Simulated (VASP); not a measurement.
# Al (Im-3m) in VASP: a series of runs

Aim: see how the results for Al move with the level of theory and the settings. Levels: PBE0, PBEsol. Tasks: single point.

Program: VASP 6.6.1. These are calculated values, not measurements. Logs are shortened: lines on timing, memory, paths and dates and some standing lists are left out, and cuts for length are marked.

## (1) The cell of the first run

Symmetry: Im-3m, No. 229, cubic system. The conventional cell has a = 3.224 Å, b = 3.224 Å, c = 3.224 Å, α = 90.00°, β = 90.00°, γ = 90.00°. Within 3.7 Å of Al (site symmetry m-3m) lie 14 Al at 2.79 to 3.22 Å.

## (2) Single point, PBE0

Input file POSCAR:

```
Al
1.0
   -1.6121581793      1.6121581793      1.6121581793
    1.6121581793     -1.6121581793      1.6121581793
    1.6121581793      1.6121581793     -1.6121581793
Al
1
Direct
    0.0000000000      0.0000000000      0.0000000000
```

Input file INCAR.step1:

```
ALGO     = Normal         # electronic algorithm
EDIFF    = 1E-5           # SCF threshold, eV
ENCUT    = 520            # plane-wave cutoff, eV
GGA      = PE             # functional
ISIF     = 2              # what is computed and relaxed
ISMEAR   = -1             # smearing method
LASPH    = T              # aspherical terms in the spheres
LCHARG   = F              # write CHGCAR
LREAL    = F              # projectors in reciprocal space
LWAVE    = T              # write WAVECAR
NBANDS   = 8              # bands
NELM     = 80             # most SCF steps
PREC     = Accurate       # precision mode
SIGMA    = 0.05           # smearing width, eV
```

Input file INCAR.step2:

```
AEXX     = 0.25           # exact-exchange fraction
ALGO     = Normal         # electronic algorithm
EDIFF    = 1E-6           # SCF threshold, eV
ENCUT    = 520            # plane-wave cutoff, eV
GGA      = PE             # functional
ISIF     = 2              # what is computed and relaxed
ISMEAR   = -1             # smearing method
ISTART   = 1            
LASPH    = T              # aspherical terms in the spheres
LCHARG   = F              # write CHGCAR
LHFCALC  = T              # exact exchange
LREAL    = F              # projectors in reciprocal space
LWAVE    = F              # write WAVECAR
NBANDS   = 8              # bands
NELM     = 80             # most SCF steps
PREC     = Accurate       # precision mode
PRECFOCK = Normal       
SIGMA    = 0.05           # smearing width, eV
```

Input file KPOINTS:

```
k-points
0
Gamma
  6 6 6
```

Potentials or basis: VASP PAW PBE potentials, release 64 (Al).

Command:

```sh
cat potpaw_PBE.64/Al/POTCAR > POTCAR
cp INCAR.step1 INCAR
mpirun -np 1 vasp_std > vasp.out
cp INCAR.step2 INCAR
mpirun -np 1 vasp_std > vasp.out
```

OUTCAR:

```text
AEXX = 0.25
   EDIFF = 1E-6
   ENCUT = 520
   GGA = PE
   ISIF = 2
   ISMEAR = -1
   ISTART = 1
   LASPH = T
   LHFCALC = T
   LREAL = F
   NELM = 80
   PREC = Accurate
   PRECFOCK = Normal

 ion  position               nearest neighbor table
   1  0.000  0.000  0.000-

  LATTYP: Found a body centered cubic cell.
 ALAT       =     3.2243163586

  Lattice vectors:

 A1 = (  -1.6121581793,   1.6121581793,   1.6121581793)
 A2 = (   1.6121581793,  -1.6121581793,   1.6121581793)
 A3 = (   1.6121581793,   1.6121581793,  -1.6121581793)

Analysis of symmetry for initial positions (statically):
=====================================================================
 Subroutine PRICEL returns:
 Original cell was already a primitive cell.

 Routine SETGRP: Setting up the symmetry group for a
 body centered cubic supercell.

 Subroutine GETGRP returns: Found 48 space group operations
[... 9 lines left out ...]

 Routine SETGRP: Setting up the symmetry group for a
 body centered cubic supercell.

 Subroutine GETGRP returns: Found 48 space group operations
[... 11 lines left out ...]
                                     Primitive cell

  volume of cell :      16.7603

  direct lattice vectors                    reciprocal lattice vectors
    -1.612158179  1.612158179  1.612158179     0.000000000  0.310143264  0.310143264
     1.612158179 -1.612158179  1.612158179     0.310143264  0.000000000  0.310143264
     1.612158179  1.612158179 -1.612158179     0.310143264  0.310143264  0.000000000

  length of vectors
     2.792339876  2.792339876  2.792339876     0.438608810  0.438608810  0.438608810

  position of ions in fractional coordinates (direct lattice)
     0.000000000  0.000000000  0.000000000

  ion indices of the primitive-cell ions
   primitive index   ion index
                 1           1

----------------------------------------------------------------------------------------

 KPOINTS: k-points

Automatic generation of k-mesh.
 Grid dimensions read from file:
 generate k-points for:    6    6    6

 Generating k-lattice:

  Cartesian coordinates                     Fractional coordinates (reciprocal lattice)
     0.000000000  0.051690544  0.051690544     0.166666667  0.000000000  0.000000000
     0.051690544  0.000000000  0.051690544     0.000000000  0.166666667  0.000000000
     0.051690544  0.051690544  0.000000000     0.000000000  0.000000000  0.166666667

  Length of vectors
     0.073101468  0.073101468  0.073101468

  Shift w.r.t. Gamma in fractional coordinates (k-lattice)
     0.000000000  0.000000000  0.000000000

 Subroutine IBZKPT returns following result:
 ===========================================

 Found     16 irreducible k-points:

 Following reciprocal coordinates:
            Coordinates               Weight
  0.000000  0.000000  0.000000      1.000000
  0.166667  0.000000  0.000000     12.000000
  0.333333  0.000000  0.000000     12.000000
  0.500000  0.000000  0.000000      6.000000
  0.166667  0.166667  0.000000     24.000000
  0.333333  0.166667  0.000000     48.000000
[... 8 lines left out ...]
  0.500000  0.500000  0.333333     12.000000
  0.500000  0.500000  0.500000      1.000000
   k-points           NKPTS =     16   k-points in BZ     NKDIM =    216   number of bands    NBANDS=      8
   number of dos      NEDOS =    301   number of ions     NIONS =      1
   total plane-waves  NPLWV =  13824
   dimension x,y,z NGX =    24 NGY =   24 NGZ =   24
   dimension x,y,z NGXF=    48 NGYF=   48 NGZF=   48
   ions per type =               1
   NGX,Y,Z   is equivalent  to a cutoff of  14.29, 14.29, 14.29 a.u.
   NGXF,Y,Z  is equivalent  to a cutoff of  28.58, 28.58, 28.58 a.u.
 SYSTEM =  unknown system
   PREC   = accura    normal or accurate (medium, high low for compatibility)
   ISTART =      1    job   : 0-new  1-cont  2-samecut
   ICHARG =      0    charge: 1-file 2-atom 10-const
   ISPIN  =      1    spin polarized calculation?
   LNONCOLLINEAR =      F non collinear calculations
   LSORBIT =      F    spin-orbit coupling
   LASPH  =      T    aspherical Exc in radial PAW
   ENCUT  =  520.0 eV  38.22 Ry    6.18 a.u.   5.19  5.19  5.19*2*pi/ulx,y,z
   NELM   =     80;   NELMIN=  2; NELMDL=  0     # of ELM steps
   EDIFF  = 0.1E-05   stopping-criterion for ELM
   LREAL  =      F    real-space projection
   EDIFFG = 0.1E-04   stopping-criterion for IOM
   NSW    =      0    number of steps for IOM
   IBRION =     -1    ionic relax: 0-MD 1-quasi-New 2-CG
   NFREE  =      0    steps in history (QN), initial steepest desc. (CG)
   ISIF   =      2    stress and relaxation
   ISYM   =      3    0-nonsym 1-usesym 2-fastsym
   POTIM  = 0.5000    time-step for ionic-motion
   TEBEG  =    0.0;   TEEND  =   0.0 temperature during run
   PSTRESS=    0.0 pullay stress
   NELECT =       3.0000    total number of electrons
   NUPDOWN=      -1.0000    fix difference up-down
   EMIN   =  10.00;   EMAX   =-10.00  energy-range for DOS
   EFERMI =   0.00;   METHOD = LEGACY
   ISMEAR =    -1;   SIGMA  =   0.05  broadening in eV -4-tet -1-fermi 0-gaus
   EFERMI_NEDOS =   21; number of points for ismear=-14 and -15
   IALGO  =     38    algorithm
   IMIX   =      1    mixing-type and parameters
     AMIX     =   0.40;   BMIX     =  1.00
     AMIX_MAG =   1.60;   BMIX_MAG =  1.00
  volume/ion in A,a.u.               =      16.76       113.10
  Fermi-wavevector in a.u.,A,eV,Ry     =   0.922616  1.743491 11.581553  0.851220
  Thomas-Fermi vector in A             =   2.048162
   LORBIT       =      0    0 simple, 1 ext, 2 COOP (PROOUT), +10 PAW based schemes
   GGA     = PE    functional components
   LHFCALC =     T    Hartree Fock is set to
   PRECFOCK=normal    Normal, Fast or Accurate (Low or Medium for compatibility)
   ENCUT4O =  -1.0   cutoff for four orbital integrals eV
   NKREDX  =     1    reduce k-point grid by
   NKREDY  =     1    reduce k-point grid by
   NKREDZ  =     1    reduce k-point grid by
   AEXX    =    0.2500 exact exchange contribution
   HFSCREEN=    0.0000 screening length (either q_TF or 0.3 A-1)
   HFSCREENC=   0.0000 screening length for correlation (either q_TF or 0.3 A-1)
   ENCUTFOCK=  -1.0 apply spherical cutoff to Coloumb kernel
   IVDW    =     0    specifies the selected vdW correction
   LEPSILON=     F    determine dielectric tensor
   LRPA    =     F    only Hartree local field effects (RPA)
 non-spin polarized calculation
  energy-cutoff  :      520.00
  volume of cell :       16.76
 maximum number of plane-waves:       468
 NGX is ok and might be reduce to    24
  NGX = 16; NGY = 16; NGZ = 16

 number of electron       3.0000000 magnetization

 Free energy of the ion-electron system (eV)
  ---------------------------------------------------
  ext. energy  EPLUGINS =         0.00000000
  ---------------------------------------------------
  free energy    TOTEN  =        -4.37280431 eV

  energy without entropy =       -4.36861797  energy(sigma->0) =       -4.37071114

 E-fermi :   8.1423     XC(G=0):  -7.9826

 val. band max:        6.5770036433   @ k =   0.5000   0.5000   0.3333
 cond. band min:       8.2396365871   @ k =  -0.3333   0.5000   0.1667
 fundamental gap:      1.6626329438
 Fermi energy:         8.1423410687

 k-point     1 :       0.0000    0.0000    0.0000
  band No.  band energies     occupation
      1      -5.2000      2.00000
      2      22.5418      0.00000
      3      22.5418      0.00000
      4      22.5418      0.00000
      5      23.8772      0.00000
      6      23.8772      0.00000
      7      23.8772      0.00000
      8      25.5259      0.00000

 k-point     2 :       0.1667    0.0000    0.0000
  band No.  band energies     occupation
      1      -4.3138      2.00000
      2      16.6095      0.00000
      3      19.7900      0.00000
      4      20.3227      0.00000
      5      21.7228      0.00000
      6      22.9707      0.00000
      7      25.8106      0.00000
      8      26.0180      0.00000

 k-point     3 :       0.3333    0.0000    0.0000
  band No.  band energies     occupation
      1      -1.6639      2.00000
      2       9.4890      0.00000
      3      17.7967      0.00000
      4      18.0893      0.00000
      5      19.6532      0.00000
      6      21.1629      0.00000
      7      27.8989      0.00000
      8      28.4800      0.00000

 k-point     4 :       0.5000    0.0000    0.0000
  band No.  band energies     occupation
      1       2.5141      2.00000
      2       3.0325      2.00000
      3      17.1294      0.00000
      4      17.3053      0.00000
      5      18.9379      0.00000
      6      20.4803      0.00000
      7      30.0882      0.00000
      8      31.4089      0.00000

 k-point     5 :       0.1667    0.1667    0.0000
  band No.  band energies     occupation
      1      -2.5461      2.00000
      2      13.2867      0.00000
      3      13.8509      0.00000
      4      18.1240      0.00000
      5      22.7878      0.00000
      6      23.1338      0.00000
      7      27.1398      0.00000
      8      27.5037      0.00000

 k-point     6 :       0.3333    0.1667    0.0000
  band No.  band energies     occupation
      1       0.9787      2.00000
      2       6.3327      2.00000
      3      12.0074      0.00000
      4      16.7183      0.00000
      5      21.6417      0.00000
      6      24.9332      0.00000
      7      26.9492      0.00000
      8      30.1707      0.00000

 k-point     7 :       0.3333    0.3333    0.0000
  band No.  band energies     occupation
      1       5.1319      2.00000
      2       5.1319      2.00000
      3       6.1510      2.00000
      4      16.0218      0.00000
      5      24.9884      0.00000
      6      24.9884      0.00000
      7      25.4200      0.00000
      8      32.9632      0.00000

 k-point     8 :       0.1667    0.1667    0.1667
  band No.  band energies     occupation
      1       0.0954      2.00000
      2      10.8342      0.00000
      3      10.8342      0.00000
      4      11.9615      0.00000
      5      28.0969      0.00000
      6      28.0969      0.00000
      7      28.5136      0.00000
      8      28.5136      0.00000

 k-point     9 :       0.3333    0.1667    0.1667
  band No.  band energies     occupation
      1       4.2458      2.00000
      2       4.8206      2.00000
      3      10.0151      0.00000
      4      10.8825      0.00000
      5      28.2427      0.00000
      6      28.2639      0.00000
      7      30.9480      0.00000
      8      32.1511      0.00000

 k-point    10 :      -0.1667    0.1667    0.1667
  band No.  band energies     occupation
      1      -3.4286      2.00000
      2      16.4318      0.00000
      3      16.4318      0.00000
      4      18.3360      0.00000
      5      19.3206      0.00000
      6      24.1309      0.00000
      7      26.5494      0.00000
      8      26.5494      0.00000

 k-point    11 :      -0.3333    0.3333    0.1667
  band No.  band energies     occupation
      1      -0.7787      2.00000
      2      10.3162      0.00000
      3      14.2005      0.00000
      4      16.5254      0.00000
      5      20.0564      0.00000
      6      23.0578      0.00000
      7      25.5279      0.00000
      8      28.8929      0.00000

 k-point    12 :       0.5000    0.5000    0.1667
  band No.  band energies     occupation
      1       3.4030      2.00000
      2       3.9685      2.00000
      3      13.4458      0.00000
      4      15.7624      0.00000
      5      22.3859      0.00000
      6      22.8017      0.00000
      7      23.5308      0.00000
      8      26.8055      0.00000

 k-point    13 :      -0.3333    0.5000    0.1667
  band No.  band energies     occupation
      1       2.7669      2.00000
      2       8.2396      0.25000
      3       9.0195      0.00000
      4      18.2152      0.00000
      5      18.8932      0.00000
      6      22.2285      0.00000
      7      23.6513      0.00000
      8      31.0921      0.00000

 k-point    14 :      -0.3333    0.3333    0.3333
  band No.  band energies     occupation
      1       1.8605      2.00000
      2      11.8868      0.00000
      3      11.8868      0.00000
      4      13.2754      0.00000
      5      14.9561      0.00000
      6      22.1851      0.00000
      7      28.8067      0.00000
      8      30.4408      0.00000

 k-point    15 :       0.5000    0.5000    0.3333
  band No.  band energies     occupation
      1       5.9951      2.00000
      2       6.5770      2.00000
      3      11.0863      0.00000
      4      13.1756      0.00000
      5      16.6315      0.00000
      6      17.7084      0.00000
      7      28.8554      0.00000
      8      31.2954      0.00000

 k-point    16 :       0.5000    0.5000    0.5000
  band No.  band energies     occupation
      1      11.7208      0.00000
      2      11.7208      0.00000
      3      11.7208      0.00000
      4      12.8367      0.00000
      5      12.8367      0.00000
      6      15.2996      0.00000
      7      35.0854      0.00000
      8      35.0854      0.00000

------------------------ aborting loop because EDIFF is reached ----------------------------------------

  FORCE on cell =-STRESS in cart. coord.  units (eV):
  Direction    XX          YY          ZZ          XY          YZ          ZX
  --------------------------------------------------------------------------------------
  -------------------------------------------------------------------------------------
  Total       -0.0107789     -0.0107789     -0.0107789      0.0000000      0.0000000     -0.0000000
  in kB       -1.0303926     -1.0303926     -1.0303926      0.0000000      0.0000000     -0.0000000
  external PRESSURE =      -1.0303926 kB  Pullay stress =       0.0000000 kB

 VOLUME and BASIS-vectors are now :
 -----------------------------------------------------------------------------
  energy-cutoff  :      520.00
  volume of cell :       16.76
      direct lattice vectors                 reciprocal lattice vectors
    -1.612158179  1.612158179  1.612158179     0.000000000  0.310143264  0.310143264
     1.612158179 -1.612158179  1.612158179     0.310143264  0.000000000  0.310143264
     1.612158179  1.612158179 -1.612158179     0.310143264  0.310143264  0.000000000

 POSITION                                       TOTAL-FORCE (eV/Angst)
 -----------------------------------------------------------------------------------
      0.00000      0.00000      0.00000        -0.000000      0.000000      0.000000
 -----------------------------------------------------------------------------------
    total drift:                               -0.000000      0.000000      0.000000

  FREE ENERGIE OF THE ION-ELECTRON SYSTEM (eV)
  ---------------------------------------------------
  free  energy   TOTEN  =        -4.3728043120 eV

  energy  without entropy=       -4.3686179724  energy(sigma->0) =       -4.37071114
```

Run time: 51 s. Hardware: 1 thread of Intel Xeon Platinum 8259CL at 2.50GHz (Skylake/Cascade Lake), shared host; peak memory 0.13 GiB.

What came out:

```
Free energy : -4.3728 eV
Pressure    : -0.1 GPa
```

Levels at points of the mesh, in eV from the Fermi level:
```
           k point  band 1  band 2  band 3  band 4  band 5
(0.00, 0.00, 0.00)  -13.34   14.40   14.40   14.40   15.73
(0.50, 0.00, 0.00)   -5.63   -5.11    8.99    9.16   10.80
(0.50, 0.50, 0.50)    3.58    3.58    3.58    4.69    4.69
```

Caveat: the k points lie up to 0.46 Å⁻¹ apart; the PAW data sets were made with another functional, which shifts forces and pressure a little.

## (3) Single point, PBE0

This run uses another cell than the first one, of 17.08 Å³/atom, 1.019 times its volume.

Input file POSCAR:

```
Al
1.0
   -1.6224269796      1.6224269796      1.6224269796
    1.6224269796     -1.6224269796      1.6224269796
    1.6224269796      1.6224269796     -1.6224269796
Al
1
Direct
    0.0000000000      0.0000000000      0.0000000000
```

Input file INCAR.step1:

```
ALGO = Normal
EDIFF = 1E-5
ENCUT = 520
GGA = PE
ISIF = 2
ISMEAR = -1
LASPH = True
LCHARG = False
LREAL = False
LWAVE = True
NBANDS = 8
NELM = 60
PREC = Accurate
SIGMA = 0.05
```

Input file INCAR.step2:

```
AEXX = 0.25
ALGO = Normal
EDIFF = 1E-6
ENCUT = 520
GGA = PE
ISIF = 2
ISMEAR = -1
ISTART = 1
LASPH = True
LCHARG = False
LHFCALC = True
LREAL = False
LWAVE = False
NBANDS = 8
NELM = 60
PREC = Accurate
PRECFOCK = Normal
SIGMA = 0.05
```

KPOINTS is that of step 2.

Potentials or basis: VASP PAW PBE potentials, release 64 (Al).

Command:

```sh
cat potpaw_PBE.64/Al/POTCAR > POTCAR
cp INCAR.step1 INCAR
mpirun -np 1 vasp_std > vasp.out
cp INCAR.step2 INCAR
mpirun -np 1 vasp_std > vasp.out
```

Wall time 50 s (1 thread of Intel Xeon Platinum 8259CL at 2.50GHz (Skylake/Cascade Lake), shared host); peak memory 0.13 GiB.

Results (log left out):

- Free energy: -4.3712 eV
- Pressure: -1.5 GPa

Levels at points of the mesh, in eV from the Fermi level:
```csv
k point,band 1,band 2,band 3,band 4
"(0.00, 0.00, 0.00)",-13.22,14.25,14.25,14.25
"(0.50, 0.00, 0.00)",-5.57,-5.11,8.81,9.09
"(0.50, 0.50, 0.50)",3.51,3.51,3.51,4.68
```

Caveat: the k points lie up to 0.46 Å⁻¹ apart; the PAW data sets were made with another functional, which shifts forces and pressure a little.

## (4) Single point, PBEsol (volume scaled by 0.94)

Input file INCAR:

```
SYSTEM = Al
  PREC = Accurate
  ENCUT = 520
  EDIFF = 1E-6
  ISMEAR = -1
  SIGMA = 0.05
  LREAL = .False.
  LASPH = .True.
  NELM = 60
  ALGO = Normal
  ISIF = 2
  LWAVE = .False.
  LCHARG = .False.
  GGA = PS
  NBANDS = 8
```

Input file KPOINTS:

```
regular mesh
0
Gamma
  12 12 12
  0 0 0
```

Input file POSCAR:

```
Al
1.0
   -1.5587357247      1.5587357247      1.5587357247
    1.5587357247     -1.5587357247      1.5587357247
    1.5587357247      1.5587357247     -1.5587357247
Al
1
Direct
    0.0000000000      0.0000000000      0.0000000000
```

Command:

```sh
cat potpaw_PBE.64/Al/POTCAR > POTCAR
mpirun -np 1 vasp_std > vasp.out
```

Run time: 2.4 s. Hardware: 1 thread of Intel Xeon 6975P-C (Granite Rapids), shared host; peak memory 0.12 GiB.

Results (log left out):

| Item | Value |
| --- | --- |
| Free energy | -3.9565 eV |
| Pressure | 8.1 GPa |

Levels at points of the mesh, in eV from the Fermi level:
| k point | band 1 | band 2 | band 3 | band 4 |
| --- | --- | --- | --- | --- |
| (0.00, 0.00, 0.00) | -11.73 | 13.77 | 13.77 | 13.77 |
| (0.50, 0.00, 0.00) | -4.64 | -3.96 | 8.46 | 8.83 |
| (0.50, 0.50, 0.50) | 2.02 | 2.02 | 2.02 | 2.84 |

Caveat: the cell differs from its parent crystal (volume scaled by 0.94); the PAW data sets were made with another functional, which shifts forces and pressure a little.

## (5) The runs side by side

| level | cell | k mesh | grid for exact exchange (PRECFOCK) | gap on the mesh (eV) | pressure (GPa) |
| --- | --- | --- | --- | --- | --- |
| PBE0 | a = 2.792 Å, angles 109.5°, 1 atom | 6 × 6 × 6 | Normal | none | -0.1 |
| PBE0 | a = 2.810 Å, angles 109.5°, 1 atom | 6 × 6 × 6 | Normal | none | -1.5 |
| PBEsol | a = 2.700 Å, angles 109.5°, 1 atom | 12 × 12 × 12 | - | none | 8.1 |

Alike in all rows: task single point; potentials or basis VASP PAW PBE potentials, release 64 (Al); no spin polarisation; cutoff (eV) 520; smearing fermi-dirac 0.05 eV.

Caveats: some runs use coarse meshes; the PAW data sets were made with another functional, which shifts forces and pressure a little.

Absolute energies hang on the potentials; compare differences alone.
